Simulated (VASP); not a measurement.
Set up this calculation in VASP 6.6.1, as the native input.

* Task: single point
* Functional: PBE
* Potentials or basis: VASP PAW PBE potentials, release 64 (Ba_sv, Os_sv_GW)
* Cutoff: 500 eV
* k mesh: 4 × 4 × 4
* Occupations: gaussian, width 0.1 eV
* Spin: no spin polarisation
* Dipole correction: no
* Second run: valence_matched
* Further INCAR settings: ALGO = Normal; EDIFF = 1e-06; NBANDS = 31

The structure of Ba3Os lies in POSCAR:

```
Ba3Os
1.0
    4.9790085085      0.0000000000      0.0000000000
    0.0000000000      4.9790085085      0.0000000000
    0.0000000000      0.0000000000      4.9790085085
Ba Os
3 1
Direct
    0.0000000000      0.5000000000      0.5000000000
    0.5000000000      0.0000000000      0.5000000000
    0.5000000000      0.5000000000      0.0000000000
    0.0000000000      0.0000000000      0.0000000000
```

One way to write it, as run:

INCAR

```
  PREC = Accurate
  ENCUT = 500
  EDIFF = 1E-6
  ISMEAR = 0
  SIGMA = 0.1
  LREAL = False
  LASPH = True
  NELM = 120
  ALGO = Normal
  ISIF = 2
  LWAVE = False
  LCHARG = False
  GGA = PE
  NBANDS = 31
  GGA_COMPAT = False
```

KPOINTS

```
Automatic mesh
0
Gamma
  4 4 4
```

Potentials or basis: VASP PAW PBE potentials, release 64 (Ba_sv, Os_sv_GW).

Launch:

```bash
$ cat potpaw_PBE.64/Ba_sv/POTCAR potpaw_PBE.64/Os_sv_GW/POTCAR > POTCAR
$ mpirun -np 1 vasp_std > vasp.out
```

Results of the run:

```json
{"Pressure": "3.9 GPa", "Band gap on the k mesh": "zero (band 23 reaches 5.38 eV, above the bottom of band 24 at 4.34 eV)"}
```

Caveat: spin-orbit coupling is left out, which moves the levels of the heavy elements.

Wall time 34 s on 1 thread of Intel(R) Xeon(R) 6975P-C (Granite Rapids), on a shared host, peak memory 0.22 GiB.
